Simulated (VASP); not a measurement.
# Mn (Fm-3m) in VASP: notebook

Mn is run at these levels: PBE; tasks: single point, relaxation of cell and atoms.

All numbers are computed with VASP 6.6.1; they aren't measurements. Logs are shortened: lines on timing, memory, paths and dates and some standing lists are left out, and cuts for length are marked.

### Step 1. The cell of the first run

Symmetry: Fm-3m, No. 225, cubic system. Conventional cell: a = 3.502 Å, b = 3.502 Å, c = 3.502 Å, α = 90.00°, β = 90.00°, γ = 90.00°. Mn (site symmetry m-3m) has 12 Mn at 2.48 Å within 3.3 Å.

### Step 2. Single point, PBE, collinear spin, ferromagnetic start

File INCAR:

```
SYSTEM = Mn
PREC     = Accurate       ! precision mode
ENCUT    = 500            ! plane-wave cutoff, eV
EDIFF    = 1E-6           ! SCF threshold, eV
ISMEAR   = -1             ! smearing method
SIGMA    = 0.05           ! smearing width, eV
LREAL    = .FALSE.        ! projectors in reciprocal space
LASPH    = .TRUE.         ! aspherical terms in the spheres
NELM     = 200            ! most SCF steps
ALGO     = Normal         ! electronic algorithm
ISIF     = 2              ! what is computed and relaxed
LWAVE    = .FALSE.        ! write WAVECAR
LCHARG   = .FALSE.        ! write CHGCAR
ISPIN    = 2              ! spin polarisation
MAGMOM   = 3              ! initial moments
LORBIT   = 11             ! projections on sites
LMAXMIX  = 4              ! l up to which the mixer works
GGA      = PE             ! functional
NBANDS   = 16             ! bands
GGA_COMPAT= .FALSE.
```

File KPOINTS:

```
Automatic mesh
0
G
  17 17 17
  0 0 0
```

File POSCAR:

```
Mn
1.0
    0.0000000000      1.7511769006      1.7511769006
    1.7511769006      0.0000000000      1.7511769006
    1.7511769006      1.7511769006      0.0000000000
Mn
1
Direct
    0.0000000000      0.0000000000      0.0000000000
```

Potentials or basis: VASP PAW PBE potentials, release 64 (Mn_pv).

The run is started by

```
> cat potpaw_PBE.64/Mn_pv/POTCAR > POTCAR
> mpirun -np 1 vasp_std > vasp.out
```

OUTCAR:

```text
SYSTEM = Mn
   PREC = Accurate
   ENCUT = 500
   EDIFF = 1E-6
   ISMEAR = -1
   LREAL = .FALSE.
   LASPH = .TRUE.
   NELM = 200
   ISIF = 2
   ISPIN = 2
   LORBIT = 11
   GGA = PE

 ion  position               nearest neighbor table
   1  0.000  0.000  0.000-

  LATTYP: Found a face centered cubic cell.
 ALAT       =     3.5023538012

  Lattice vectors:

 A1 = (   0.0000000000,   1.7511769006,   1.7511769006)
 A2 = (   1.7511769006,   0.0000000000,   1.7511769006)
 A3 = (   1.7511769006,   1.7511769006,   0.0000000000)

Analysis of symmetry for initial positions (statically):
=====================================================================
 Subroutine PRICEL returns:
 Original cell was already a primitive cell.

 Routine SETGRP: Setting up the symmetry group for a
 face centered cubic supercell.

 Subroutine GETGRP returns: Found 48 space group operations
 (whereof 48 operations were pure point group operations)
 out of a pool of 48 trial point group operations.

The static configuration has the point symmetry O_h .

Analysis of symmetry for dynamics (positions and initial velocities):
=====================================================================
 Subroutine PRICEL returns:
 Original cell was already a primitive cell.

 Routine SETGRP: Setting up the symmetry group for a
 face centered cubic supercell.

 Subroutine GETGRP returns: Found 48 space group operations
 (whereof 48 operations were pure point group operations)
 out of a pool of 48 trial point group operations.

The dynamic configuration has the point symmetry O_h .

Analysis of structural, dynamic, and magnetic symmetry:
=====================================================================
 Subroutine PRICEL returns:
 Original cell was already a primitive cell.

 Routine SETGRP: Setting up the symmetry group for a
 face centered cubic supercell.

 Subroutine GETGRP returns: Found 48 space group operations
 (whereof 48 operations were pure point group operations)
 out of a pool of 48 trial point group operations.

The overall configuration has the point symmetry O_h .

 Subroutine INISYM returns: Found 48 space group operations
 (whereof 48 operations are pure point group operations),
 and found     1 'primitive' translations

----------------------------------------------------------------------------------------

                                     Primitive cell

  volume of cell :      10.7404

  direct lattice vectors                    reciprocal lattice vectors
     0.000000000  1.751176901  1.751176901    -0.285522268  0.285522268  0.285522268
     1.751176901  0.000000000  1.751176901     0.285522268 -0.285522268  0.285522268
     1.751176901  1.751176901  0.000000000     0.285522268  0.285522268 -0.285522268

  length of vectors
     2.476538123  2.476538123  2.476538123     0.494539075  0.494539075  0.494539075

  position of ions in fractional coordinates (direct lattice)
     0.000000000  0.000000000  0.000000000

  ion indices of the primitive-cell ions
   primitive index   ion index
                 1           1

----------------------------------------------------------------------------------------

 KPOINTS: Automatic mesh

Automatic generation of k-mesh.
 Grid dimensions read from file:
 generate k-points for:   17   17   17

 Generating k-lattice:

  Cartesian coordinates                     Fractional coordinates (reciprocal lattice)
    -0.016795428  0.016795428  0.016795428     0.058823529  0.000000000  0.000000000
     0.016795428 -0.016795428  0.016795428     0.000000000  0.058823529  0.000000000
     0.016795428  0.016795428 -0.016795428     0.000000000  0.000000000  0.058823529

  Length of vectors
     0.029090534  0.029090534  0.029090534

  Shift w.r.t. Gamma in fractional coordinates (k-lattice)
     0.000000000  0.000000000  0.000000000

 Subroutine IBZKPT returns following result:
 ===========================================

 Found    165 irreducible k-points:

 Following reciprocal coordinates:
            Coordinates               Weight
  0.000000  0.000000  0.000000      1.000000
  0.058824  0.000000  0.000000      8.000000
  0.117647  0.000000  0.000000      8.000000
  0.176471  0.000000  0.000000      8.000000
  0.235294  0.000000  0.000000      8.000000
  0.294118  0.000000  0.000000      8.000000
[... 16 lines left out ...]
 -0.176471  0.058824  0.000000     24.000000
 -0.117647  0.058824  0.000000     24.000000
 [... further k-points ...]
   k-points           NKPTS =    165   k-points in BZ     NKDIM =    165   number of bands    NBANDS=     16
   number of dos      NEDOS =    301   number of ions     NIONS =      1
   total plane-waves  NPLWV =   5832
   dimension x,y,z NGX =    18 NGY =   18 NGZ =   18
   dimension x,y,z NGXF=    36 NGYF=   36 NGZF=   36
   ions per type =               1
   NGX,Y,Z   is equivalent  to a cutoff of  12.08, 12.08, 12.08 a.u.
   NGXF,Y,Z  is equivalent  to a cutoff of  24.17, 24.17, 24.17 a.u.
 SYSTEM =  Mn
   PREC   = accura    normal or accurate (medium, high low for compatibility)
   ISTART =      0    job   : 0-new  1-cont  2-samecut
   ICHARG =      2    charge: 1-file 2-atom 10-const
   ISPIN  =      2    spin polarized calculation?
   LNONCOLLINEAR =      F non collinear calculations
   LSORBIT =      F    spin-orbit coupling
   LASPH  =      T    aspherical Exc in radial PAW
   ENCUT  =  500.0 eV  36.75 Ry    6.06 a.u.   4.52  4.52  4.52*2*pi/ulx,y,z
   NELM   =    200;   NELMIN=  2; NELMDL= -5     # of ELM steps
   EDIFF  = 0.1E-05   stopping-criterion for ELM
   LREAL  =      F    real-space projection
   EDIFFG = 0.1E-04   stopping-criterion for IOM
   NSW    =      0    number of steps for IOM
   IBRION =     -1    ionic relax: 0-MD 1-quasi-New 2-CG
   NFREE  =      0    steps in history (QN), initial steepest desc. (CG)
   ISIF   =      2    stress and relaxation
   ISYM   =      2    0-nonsym 1-usesym 2-fastsym
   POTIM  = 0.5000    time-step for ionic-motion
   TEBEG  =    0.0;   TEEND  =   0.0 temperature during run
   PSTRESS=    0.0 pullay stress
   NELECT =      13.0000    total number of electrons
   NUPDOWN=      -1.0000    fix difference up-down
   EMIN   =  10.00;   EMAX   =-10.00  energy-range for DOS
   EFERMI =   0.00;   METHOD = LEGACY
   ISMEAR =    -1;   SIGMA  =   0.05  broadening in eV -4-tet -1-fermi 0-gaus
   EFERMI_NEDOS =   21; number of points for ismear=-14 and -15
   IALGO  =     38    algorithm
   IMIX   =      4    mixing-type and parameters
     AMIX     =   0.40;   BMIX     =  1.00
     AMIX_MAG =   1.60;   BMIX_MAG =  1.00
  volume/ion in A,a.u.               =      10.74        72.48
  Fermi-wavevector in a.u.,A,eV,Ry     =   1.744681  3.296968 41.414915  3.043910
  Thomas-Fermi vector in A             =   2.816514
   LORBIT       =     11    0 simple, 1 ext, 2 COOP (PROOUT), +10 PAW based schemes
   GGA     = PE    functional components
   LHFCALC =     F    Hartree Fock is set to
   AEXX    =    0.0000 exact exchange contribution
   IVDW    =     0    specifies the selected vdW correction
   LEPSILON=     F    determine dielectric tensor
   LRPA    =     F    only Hartree local field effects (RPA)
 spin polarized calculation
  energy-cutoff  :      500.00
  volume of cell :       10.74
 maximum number of plane-waves:       290
 NGX is ok and might be reduce to    18
   NGX =  9   NGY =  9   NGZ =  9

 number of electron      12.9999999 magnetization       0.0037440

 number of electron      12.9999999 magnetization      -0.0010275

 Free energy of the ion-electron system (eV)
  ---------------------------------------------------
  ext. energy  EPLUGINS =         0.00000000
  ---------------------------------------------------
  free energy    TOTEN  =        -8.92136135 eV

  energy without entropy =       -8.90841862  energy(sigma->0) =       -8.91488999

 E-fermi :  10.5038     XC(G=0): -14.0261

 val. band max:       10.4924569735   @ k =  -0.2941   0.2941   0.1176
 cond. band min:      10.5070088232   @ k =   0.4706   0.2353   0.0000
 fundamental gap:      0.0145518497
 Fermi energy:        10.5038401529

 spin component 1

 k-point     1 :       0.0000    0.0000    0.0000
  band No.  band energies     occupation
      1     -37.1558      1.00000
      2     -37.1558      1.00000
      3     -37.1558      1.00000
      4       2.1966      1.00000
      5       9.3534      1.00000
      6       9.3534      1.00000
[... 8 lines left out ...]
     15      43.1212      0.00000
     16      43.1212      0.00000

 k-point     2 :       0.0588    0.0000    0.0000
  band No.  band energies     occupation
      1     -37.1822      1.00000
      2     -37.1591      1.00000
      3     -37.1591      1.00000
      4       2.3435      1.00000
      5       9.2907      1.00000
      6       9.3995      1.00000
[... 8 lines left out ...]
     15      42.9050      0.00000
     16      43.1680      0.00000
[... 387 lines left out ...]
      5       8.7810      1.00000
      6       9.6639      1.00000
[... 8 lines left out ...]
     15      41.9031      0.00000
     16      42.4843      0.00000

 k-point    24 :      -0.1176    0.0588    0.0000
  band No.  band energies     occupation
      1     -37.3032      1.00000
      2     -37.1934      1.00000
      3     -37.1682      1.00000
      4       3.0944      1.00000
      5       8.9849      1.00000
      6       9.6047      1.00000
[... 8 lines left out ...]
     15      41.8761      0.00000
     16      43.0921      0.00000

 [... further k-points ...]

 spin component 2

 k-point     1 :       0.0000    0.0000    0.0000
  band No.  band energies     occupation
      1     -37.1569      1.00000
      2     -37.1569      1.00000
      3     -37.1569      1.00000
      4       2.1963      1.00000
      5       9.3528      1.00000
      6       9.3528      1.00000
[... 8 lines left out ...]
     15      43.1209      0.00000
     16      43.1209      0.00000

 k-point     2 :       0.0588    0.0000    0.0000
  band No.  band energies     occupation
      1     -37.1833      1.00000
      2     -37.1603      1.00000
      3     -37.1603      1.00000
      4       2.3432      1.00000
      5       9.2901      1.00000
      6       9.3989      1.00000
[... 8 lines left out ...]
     15      42.9048      0.00000
     16      43.1678      0.00000
[... 387 lines left out ...]
      5       8.7805      1.00000
      6       9.6631      1.00000
[... 8 lines left out ...]
     15      41.9015      0.00000
     16      42.4840      0.00000

 k-point    24 :      -0.1176    0.0588    0.0000
  band No.  band energies     occupation
      1     -37.3044      1.00000
      2     -37.1946      1.00000
      3     -37.1693      1.00000
      4       3.0942      1.00000
      5       8.9843      1.00000
      6       9.6040      1.00000
[... 8 lines left out ...]
     15      41.8745      0.00000
     16      43.0918      0.00000

 [... further k-points ...]
[... 5 lines left out ...]
  --------------------------------------------------------------------------------------
  -------------------------------------------------------------------------------------
  Total       -0.0062649     -0.0062649     -0.0062649      0.0000000     -0.0000000      0.0000000
  in kB       -0.9345527     -0.9345527     -0.9345527      0.0000000     -0.0000000      0.0000000
  external PRESSURE =      -0.9345527 kB  Pullay stress =       0.0000000 kB

 VOLUME and BASIS-vectors are now :
 -----------------------------------------------------------------------------
  energy-cutoff  :      500.00
  volume of cell :       10.74
      direct lattice vectors                 reciprocal lattice vectors
     0.000000000  1.751176901  1.751176901    -0.285522268  0.285522268  0.285522268
     1.751176901  0.000000000  1.751176901     0.285522268 -0.285522268  0.285522268
     1.751176901  1.751176901  0.000000000     0.285522268  0.285522268 -0.285522268

 POSITION                                       TOTAL-FORCE (eV/Angst)
 -----------------------------------------------------------------------------------
      0.00000      0.00000      0.00000         0.000000      0.000000      0.000000
 -----------------------------------------------------------------------------------
    total drift:                                0.000000     -0.000000      0.000000

  FREE ENERGIE OF THE ION-ELECTRON SYSTEM (eV)
  ---------------------------------------------------
  free  energy   TOTEN  =        -8.9213613481 eV

  energy  without entropy=       -8.9084186225  energy(sigma->0) =       -8.91488999

 total charge

# of ion       s       p       d       tot
------------------------------------------
    1        0.427   6.407   5.147  11.982

 magnetization (x)

# of ion       s       p       d       tot
------------------------------------------
    1        0.000   0.000  -0.001  -0.001
```

Wall time 28 s (1 thread of Intel Xeon 6975P-C (Granite Rapids), shared host); peak memory 0.15 GiB.

What came out:

- Free energy: -8.9214 eV
- Pressure: -0.1 GPa
- Net moment: 0.00 μB per cell
- Valence electrons inside the program's atomic spheres: Mn 11.98

Levels at points of the mesh, in eV from the Fermi level:
Spin up:
| k point | band 4 | band 5 | band 6 | band 7 | band 8 | band 9 | band 10 | band 11 |
| --- | --- | --- | --- | --- | --- | --- | --- | --- |
| (0.00, 0.00, 0.00) | -8.31 | -1.15 | -1.15 | -1.15 | 0.54 | 0.54 | 21.40 | 27.22 |
Spin down:
```csv
k point,band 5,band 6,band 7,band 8,band 9,band 10
"(0.00, 0.00, 0.00)",-1.15,-1.15,-1.15,0.54,0.54,21.40
```

Caveat: the starting moments collapsed, and a magnetic state may lie lower.

[end of part 1 of 3]
